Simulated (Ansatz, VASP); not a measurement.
# Two plane-wave programs on BN

```
CELL_PARAMETERS angstrom
2.57085 0.00000 0.00000
-1.28543 2.22642 0.00000
0.00000 0.00000 4.25485
ATOMIC_POSITIONS crystal
N 0.33333 0.66667 0.12528
N 0.66667 0.33333 0.62528
B 0.33333 0.66667 0.49972
B 0.66667 0.33333 0.99972
```

Alike in both runs: task single point; functional r2SCAN; k mesh 12 × 12 × 6; occupations fermi-dirac, width 0.05 eV; no spin polarisation.

|  | VASP | Ansatz |
| --- | --- | --- |
| version | VASP 6.6.1 | Ansatz 0.2.0 |
| potentials or method | VASP PAW PBE potentials, release 64 (N, B) | Ansatz PAW |
| plane-wave cutoff (eV) | 520 | 500 |
| valence electrons in the cell | 16 | 16 |

```tsv
	VASP	Ansatz	Ansatz less VASP
gap on the k mesh at the Fermi level (eV)	5.75	5.78	+0.031
least direct gap on the mesh (eV)	8.81	8.83	+0.018
pressure (GPa)	-10.9	-11.9	-0.99
traceless stress, the component that is largest in VASP (GPa)	-0.48	-0.48	+0.004
rms of the force components (eV/Å)	0.021	0.023	+0.0018
```

VASP's potentials were made for PBE, not for r2SCAN. Atom by atom the forces differ by 0.002 eV/Å (rms over components). The functional is the same, so the differences come from potentials, cutoffs and numerics.
